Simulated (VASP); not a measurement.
# Se (P3_121) in VASP: further runs

Se is run at these levels: r2SCAN; tasks: single point, relaxation of shape and atoms at fixed volume.

Everything below comes from runs of VASP 6.6.1. Logs are shortened: lines on timing, memory, paths and dates and some standing lists are left out, and cuts for length are marked.

### 1 The cell of the first run

It takes space group P3_121 (No. 152, trigonal). Conventional cell: a = 4.510 Å, b = 4.510 Å, c = 4.987 Å, α = 90.00°, β = 90.00°, γ = 120.00°. Within 3.1 Å of Se (site symmetry 2) lie 2 Se at 2.37 Å.

### 2 Single point, r2SCAN (29.28 Å³/atom)

Input file POSCAR:

```
Se
1.0
    4.5098842100      0.0000000000      0.0000000000
   -2.2549421050      3.9056742940      0.0000000000
    0.0000000000      0.0000000000      4.9871556509
Se
3
Direct
    0.2170183777      0.0000000000      0.8333333333
    0.0000000000      0.2170183777      0.1666666667
    0.7829816223      0.7829816223      0.5000000000
```

Input file INCAR.step1:

```
ALGO = Normal
EDIFF = 1E-4
ENCUT = 520
GGA = PE
ISMEAR = 0
LASPH = T
LCHARG = F
LREAL = F
LWAVE = T
NBANDS = 16
NELM = 60
PREC = Accurate
SIGMA = 0.05
```

Input file INCAR.step2:

```
ALGO = Normal
EDIFF = 1E-7
ENCUT = 520
ISIF = 2
ISMEAR = 0
ISTART = 1
LASPH = T
LCHARG = F
LMIXTAU = T
LREAL = F
LWAVE = F
METAGGA = R2SCAN
NBANDS = 16
NELM = 60
PREC = Accurate
SIGMA = 0.05
```

Input file KPOINTS:

```
k-points
0
Gamma
  6 6 6
```

Potentials or basis: VASP PAW PBE potentials, release 64 (Se).

Started as:

```console
$ cat potpaw_PBE.64/Se/POTCAR > POTCAR
$ cp INCAR.step1 INCAR
$ mpirun -np 1 vasp_std > vasp.out
$ cp INCAR.step2 INCAR
$ mpirun -np 1 vasp_std > vasp.out
```

OUTCAR:

```text
EDIFF = 1E-7
   ENCUT = 520
   ISIF = 2
   ISMEAR = 0
   ISTART = 1
   LASPH = T
   LREAL = F
   METAGGA = R2SCAN
   NELM = 60
   PREC = Accurate

 ion  position               nearest neighbor table
   1  0.217  0.000  0.833-   3 2.37   2 2.37
   2  0.000  0.217  0.167-   3 2.37   1 2.37
   3  0.783  0.783  0.500-   1 2.37   2 2.37

  LATTYP: Found a hexagonal cell.
 ALAT       =     4.5098842100
 C/A-ratio  =     1.1058278702

  Lattice vectors:

 A1 = (   4.5098842100,   0.0000000000,   0.0000000000)
 A2 = (  -2.2549421050,   3.9056742940,   0.0000000000)
 A3 = (   0.0000000000,   0.0000000000,   4.9871556509)

Analysis of symmetry for initial positions (statically):
=====================================================================
 Subroutine PRICEL returns:
 Original cell was already a primitive cell.

 Routine SETGRP: Setting up the symmetry group for a
 hexagonal supercell.

 Subroutine GETGRP returns: Found  6 space group operations
 (whereof  2 operations were pure point group operations)
 out of a pool of 24 trial point group operations.

The static configuration has the point symmetry C_2 .
 The point group associated with its full space group is D_3 .

Analysis of symmetry for dynamics (positions and initial velocities):
=====================================================================
 Subroutine PRICEL returns:
 Original cell was already a primitive cell.

 Routine SETGRP: Setting up the symmetry group for a
 hexagonal supercell.

 Subroutine GETGRP returns: Found  6 space group operations
 (whereof  2 operations were pure point group operations)
 out of a pool of 24 trial point group operations.

The dynamic configuration has the point symmetry C_2 .
 The point group associated with its full space group is D_3 .

 Subroutine INISYM returns: Found  6 space group operations
 (whereof  2 operations are pure point group operations),
 and found     1 'primitive' translations

----------------------------------------------------------------------------------------

                                     Primitive cell

  volume of cell :      87.8445

  direct lattice vectors                    reciprocal lattice vectors
     4.509884210  0.000000000  0.000000000     0.221735183  0.128018868  0.000000000
    -2.254942105  3.905674294  0.000000000     0.000000000  0.256037735  0.000000000
     0.000000000  0.000000000  4.987155651     0.000000000  0.000000000  0.200515097

  length of vectors
     4.509884210  4.509884210  4.987155651     0.256037735  0.256037735  0.200515097

  position of ions in fractional coordinates (direct lattice)
     0.217018378  0.000000000  0.833333333
     0.000000000  0.217018378  0.166666667
     0.782981622  0.782981622  0.500000000

  ion indices of the primitive-cell ions
   primitive index   ion index
                 1           1
                 2           2
                 3           3

----------------------------------------------------------------------------------------

 KPOINTS: k-points

Automatic generation of k-mesh.
 Grid dimensions read from file:
 generate k-points for:    6    6    6

 Generating k-lattice:

  Cartesian coordinates                     Fractional coordinates (reciprocal lattice)
     0.036955864  0.021336478  0.000000000     0.166666667  0.000000000  0.000000000
     0.000000000  0.042672956  0.000000000     0.000000000  0.166666667  0.000000000
     0.000000000  0.000000000  0.033419183     0.000000000  0.000000000  0.166666667

  Length of vectors
     0.042672956  0.042672956  0.033419183

  Shift w.r.t. Gamma in fractional coordinates (k-lattice)
     0.000000000  0.000000000  0.000000000

 Subroutine IBZKPT returns following result:
 ===========================================

 Found     34 irreducible k-points:

 Following reciprocal coordinates:
            Coordinates               Weight
  0.000000  0.000000  0.000000      1.000000
  0.166667  0.000000  0.000000      6.000000
  0.333333  0.000000  0.000000      6.000000
  0.500000  0.000000  0.000000      3.000000
  0.166667  0.166667  0.000000      6.000000
  0.333333  0.166667  0.000000     12.000000
[... 16 lines left out ...]
  0.500000  0.000000  0.333333      6.000000
  0.166667  0.166667  0.333333     12.000000
 [... further k-points ...]
   k-points           NKPTS =     34   k-points in BZ     NKDIM =     34   number of bands    NBANDS=     16
   number of dos      NEDOS =    301   number of ions     NIONS =      3
   total plane-waves  NPLWV =  51840
   dimension x,y,z NGX =    36 NGY =   36 NGZ =   40
   dimension x,y,z NGXF=    72 NGYF=   72 NGZF=   80
   ions per type =               3
   NGX,Y,Z   is equivalent  to a cutoff of  13.27, 13.27, 13.33 a.u.
   NGXF,Y,Z  is equivalent  to a cutoff of  26.54, 26.54, 26.67 a.u.
 SYSTEM =  unknown system
   PREC   = accura    normal or accurate (medium, high low for compatibility)
   ISTART =      1    job   : 0-new  1-cont  2-samecut
   ICHARG =      0    charge: 1-file 2-atom 10-const
   ISPIN  =      1    spin polarized calculation?
   LNONCOLLINEAR =      F non collinear calculations
   LSORBIT =      F    spin-orbit coupling
   LASPH  =      T    aspherical Exc in radial PAW
   ENCUT  =  520.0 eV  38.22 Ry    6.18 a.u.   8.39  8.39  9.27*2*pi/ulx,y,z
   NELM   =     60;   NELMIN=  2; NELMDL=  0     # of ELM steps
   EDIFF  = 0.1E-06   stopping-criterion for ELM
   LREAL  =      F    real-space projection
   EDIFFG = 0.1E-05   stopping-criterion for IOM
   NSW    =      0    number of steps for IOM
   IBRION =     -1    ionic relax: 0-MD 1-quasi-New 2-CG
   NFREE  =      0    steps in history (QN), initial steepest desc. (CG)
   ISIF   =      2    stress and relaxation
   ISYM   =      2    0-nonsym 1-usesym 2-fastsym
   POTIM  = 0.5000    time-step for ionic-motion
   TEBEG  =    0.0;   TEEND  =   0.0 temperature during run
   PSTRESS=    0.0 pullay stress
   NELECT =      18.0000    total number of electrons
   NUPDOWN=      -1.0000    fix difference up-down
   EMIN   =  10.00;   EMAX   =-10.00  energy-range for DOS
   EFERMI =   0.00;   METHOD = LEGACY
   ISMEAR =     0;   SIGMA  =   0.05  broadening in eV -4-tet -1-fermi 0-gaus
   EFERMI_NEDOS =   21; number of points for ismear=-14 and -15
   IALGO  =     38    algorithm
   IMIX   =      4    mixing-type and parameters
     AMIX     =   0.40;   BMIX     =  1.00
     AMIX_MAG =   1.60;   BMIX_MAG =  1.00
  volume/ion in A,a.u.               =      29.28       197.60
  Fermi-wavevector in a.u.,A,eV,Ry     =   0.965149  1.823867 12.673990  0.931512
  Thomas-Fermi vector in A             =   2.094841
   LORBIT       =      0    0 simple, 1 ext, 2 COOP (PROOUT), +10 PAW based schemes
   METAGGA = R2SCAN    functional components
   LHFCALC =     F    Hartree Fock is set to
   AEXX    =    0.0000 exact exchange contribution
   IVDW    =     0    specifies the selected vdW correction
   LEPSILON=     F    determine dielectric tensor
   LRPA    =     F    only Hartree local field effects (RPA)
 non-spin polarized calculation
 Gauss-broadening in eV      SIGMA  =   0.05
  energy-cutoff  :      520.00
  volume of cell :       87.84
 maximum number of plane-waves:      2401
 NGX is ok and might be reduce to    36
   NGX = 17   NGY = 17   NGZ = 19

 number of electron      18.0000000 magnetization

 Free energy of the ion-electron system (eV)
  ---------------------------------------------------
  ext. energy  EPLUGINS =         0.00000000
  ---------------------------------------------------
  free energy    TOTEN  =       -42.92808547 eV

  energy without entropy =      -42.92808547  energy(sigma->0) =      -42.92808547

 E-fermi :   2.0017     XC(G=0):  -8.9121

 val. band max:        1.7337498737   @ k =   0.5000   0.0000   0.5000
 cond. band min:       3.0612121471   @ k =   0.3333   0.3333   0.5000
 fundamental gap:      1.3274622735
 Fermi energy:         2.0016996833

 k-point     1 :       0.0000    0.0000    0.0000
  band No.  band energies     occupation
      1     -14.4994      2.00000
      2     -10.2962      2.00000
      3     -10.2962      2.00000
      4      -2.2522      2.00000
      5      -2.2522      2.00000
      6      -1.9249      2.00000
[... 8 lines left out ...]
     15       8.7642      0.00000
     16      10.6776      0.00000

 k-point     2 :       0.1667    0.0000    0.0000
  band No.  band energies     occupation
      1     -14.4168      2.00000
      2     -10.3811      2.00000
      3     -10.2912      2.00000
      4      -2.7547      2.00000
      5      -2.4889      2.00000
      6      -1.7787      2.00000
[... 8 lines left out ...]
     15       9.4857      0.00000
     16      10.7102      0.00000

 k-point     3 :       0.3333    0.0000    0.0000
  band No.  band energies     occupation
      1     -14.2352      2.00000
      2     -10.5812      2.00000
      3     -10.2806      2.00000
      4      -3.2163      2.00000
      5      -2.8103      2.00000
      6      -1.7121      2.00000
[... 8 lines left out ...]
     15      10.7389      0.00000
     16      11.6514      0.00000

 k-point     4 :       0.5000    0.0000    0.0000
  band No.  band energies     occupation
      1     -14.1341      2.00000
      2     -10.6983      2.00000
      3     -10.2751      2.00000
      4      -3.3379      2.00000
      5      -2.9448      2.00000
      6      -1.5557      2.00000
[... 8 lines left out ...]
     15      11.6959      0.00000
     16      11.8196      0.00000
[... 324 lines left out ...]
 k-point    22 :       0.0000    0.3333    0.3333
  band No.  band energies     occupation
      1     -13.7226      2.00000
      2     -12.3162      2.00000
      3      -8.9124      2.00000
      4      -3.7037      2.00000
      5      -2.8969      2.00000
      6      -1.9472      2.00000
[... 8 lines left out ...]
     15      10.1247      0.00000
     16      10.9362      0.00000

 k-point    23 :       0.5000    0.0000    0.3333
  band No.  band energies     occupation
      1     -13.6347      2.00000
      2     -12.2638      2.00000
      3      -9.1148      2.00000
      4      -3.8470      2.00000
      5      -3.0396      2.00000
      6      -2.0713      2.00000
[... 8 lines left out ...]
     15      11.1173      0.00000
     16      11.2748      0.00000

 k-point    24 :       0.1667    0.1667    0.3333
  band No.  band energies     occupation
      1     -13.7673      2.00000
      2     -12.3334      2.00000
      3      -8.8331      2.00000
      4      -3.5377      2.00000
      5      -2.8080      2.00000
      6      -1.8794      2.00000
[... 8 lines left out ...]
     15       9.9362      0.00000
     16      10.4402      0.00000

 [... further k-points ...]

------------------------ aborting loop because EDIFF is reached ----------------------------------------

  FORCE on cell =-STRESS in cart. coord.  units (eV):
  Direction    XX          YY          ZZ          XY          YZ          ZX
  --------------------------------------------------------------------------------------
  -------------------------------------------------------------------------------------
  Total       -0.0140300     -0.0140300     -0.0066584      0.0000000      0.0000000      0.0000000
  in kB       -0.2558907     -0.2558907     -0.1214411      0.0000000      0.0000000      0.0000000
  external PRESSURE =      -0.2110742 kB  Pullay stress =       0.0000000 kB

 VOLUME and BASIS-vectors are now :
 -----------------------------------------------------------------------------
  energy-cutoff  :      520.00
  volume of cell :       87.84
      direct lattice vectors                 reciprocal lattice vectors
     4.509884210  0.000000000  0.000000000     0.221735183  0.128018868  0.000000000
    -2.254942105  3.905674294  0.000000000     0.000000000  0.256037735  0.000000000
     0.000000000  0.000000000  4.987155651     0.000000000  0.000000000  0.200515097

 POSITION                                       TOTAL-FORCE (eV/Angst)
 -----------------------------------------------------------------------------------
      0.97873      0.00000      4.15596        -0.001445      0.000000     -0.000000
     -0.48936      0.84760      0.83119         0.000723     -0.001252      0.000000
      1.76558      3.05807      2.49358         0.000723      0.001252      0.000000
 -----------------------------------------------------------------------------------
    total drift:                                0.000000      0.000001     -0.000000

  FREE ENERGIE OF THE ION-ELECTRON SYSTEM (eV)
  ---------------------------------------------------
  free  energy   TOTEN  =       -42.9280854741 eV

  energy  without entropy=      -42.9280854741  energy(sigma->0) =      -42.92808547
```

Run time: 7.2 min. Hardware: 1 thread of Oxide Virtual Turin-like, shared host; peak memory 0.2 GiB.

What came out:

| Item | Value |
| --- | --- |
| Free energy | -42.9281 eV |
| Pressure | 0.0 GPa |
| Band gap on the k mesh | 1.33 eV (least direct gap 1.59 eV) |

Caveat: the PAW data sets were made with another functional, which shifts forces and pressure a little.

### 3 Relaxation of shape and atoms at fixed volume, r2SCAN (29.28 Å³/atom)

Input file POSCAR:

```
Se
1.0
    4.5090576989      0.0000000000      0.0000000000
   -2.2545288494      3.9049585144      0.0000000000
    0.0000000000      0.0000000000      4.9889841115
Se
3
Direct
    0.2163440984      0.0000000000      0.8333333333
    0.0000000000      0.2163440984      0.1666666667
    0.7836559016      0.7836559016      0.5000000000
```

Input file INCAR.step1:

```
SYSTEM = Se
  PREC = Accurate
  ENCUT = 600
  ISMEAR = 0
  SIGMA = 0.05
  LREAL = .FALSE.
  LASPH = .TRUE.
  NELM = 80
  GGA = PE
  ALGO = Normal
  EDIFF = 1E-4
  LWAVE = .TRUE.
  LCHARG = .FALSE.
```

Input file INCAR.step2:

```
SYSTEM = Se
  PREC = Accurate
  ENCUT = 600
  EDIFF = 1E-6
  ISMEAR = 0
  SIGMA = 0.05
  LREAL = .FALSE.
  LASPH = .TRUE.
  NELM = 80
  ALGO = Normal
  ISIF = 4
  LWAVE = .FALSE.
  LCHARG = .FALSE.
  METAGGA = R2SCAN
  LMIXTAU = .TRUE.
  IBRION = 2
  NSW = 60
  EDIFFG = -0.01
  ISTART = 1
```

Input file KPOINTS:

```
regular mesh
0
G
  6 6 6
  0 0 0
```

Potentials or basis: VASP PAW PBE potentials, release 64 (Se).

Started as:

```console
$ cat potpaw_PBE.64/Se/POTCAR > POTCAR
$ cp INCAR.step1 INCAR
$ mpirun -np 1 vasp_std > vasp.out
$ cp INCAR.step2 INCAR
$ mpirun -np 1 vasp_std > vasp.out
```

Wall time 7.6 min (1 thread of Oxide Virtual Turin-like, shared host); peak memory 0.21 GiB.

It converged, with:

```
Free energy                  : -42.9297 eV
Energy gained by relaxing    : 0.1 meV/atom
Ionic steps                  : 2
Pressure after relaxing      : 0.0 GPa
Largest force after relaxing : 0.006 eV/Å
Band gap on the k mesh       : 1.32 eV (least direct gap 1.59 eV)
```

Forces on the atoms (eV/Å):
```
Se   0.006  0.000  0.000
Se  -0.003  0.006  0.000
Se  -0.003 -0.006  0.000
```

Step by step:
| step | energy change (eV) | largest force (eV/Å) | pressure (GPa) | volume (Å³) |
| --- | --- | --- | --- | --- |
| 1 | 0.0000 | 0.0521 | 0.13 | 87.84 |
| 2 | -0.0002 | 0.0064 | -0.01 | 87.84 |

Final structure:
```
Se
1.0
     4.50876    0.00000    0.00000
    -2.25438    3.90470    0.00000
     0.00000    0.00000    4.98965
Se
3
Direct
  0.21690 0.00000 0.83333
  0.00000 0.21690 0.16667
  0.78310 0.78310 0.50000
```

Levels at points of the mesh, in eV from the valence-band top:
| k point | band 5 | band 6 | band 7 | band 8 | band 9 | band 10 | band 11 | band 12 | band 13 |
| --- | --- | --- | --- | --- | --- | --- | --- | --- | --- |
| (0.00, 0.00, 0.00) | -3.99 | -3.66 | -2.07 | -2.07 | -0.40 | 2.26 | 2.26 | 2.59 | 6.46 |
| (0.50, 0.00, 0.00) | -4.68 | -3.29 | -2.73 | -1.87 | -0.96 | 2.31 | 2.77 | 4.22 | 6.04 |
| (0.00, 0.00, 0.50) | -3.48 | -3.48 | -1.45 | -1.45 | -1.07 | 1.56 | 1.65 | 1.65 | 7.00 |
| (0.50, 0.00, 0.50) | -4.43 | -4.22 | -1.66 | -1.22 | 0.00 | 1.82 | 2.90 | 3.29 | 6.73 |

Caveat: the PAW data sets were made with another functional, which shifts forces and pressure a little.
